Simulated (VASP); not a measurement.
A run of VASP 6.6.1 is set up as follows.

Contents of INCAR:

```
ALGO = Normal
EDIFF = 1E-8
ENCUT = 520
GGA = CA
ISIF = 2
ISMEAR = -1
LASPH = T
LCHARG = F
LEFG = T
LREAL = F
LWAVE = F
NBANDS = 14
NELM = 60
PREC = Accurate
SIGMA = 0.03
```

Contents of KPOINTS:

```
k-points
0
Gamma
  10 10 10
```

The input POSCAR:

```
HfN
1.0
    0.0000000000      2.2438384694      2.2438384694
    2.2438384694      0.0000000000      2.2438384694
    2.2438384694      2.2438384694      0.0000000000
Hf N
1 1
Direct
    0.0000000000      0.0000000000      0.0000000000
    0.5000000000      0.5000000000      0.5000000000
```

Potentials or basis: VASP PAW LDA potentials, release 64 (Hf_pv, N).

Launch:

```bash
$ cat potpaw_LDA.64/Hf_pv/POTCAR potpaw_LDA.64/N/POTCAR > POTCAR
$ mpirun -np 1 vasp_std > vasp.out
```

Task: Estimate the pressure.

Result: -5.1 GPa.

Caveat: without QUAD_EFG the Cq values of the log hold for a quadrupole moment of 1 mb, not for the nuclei.
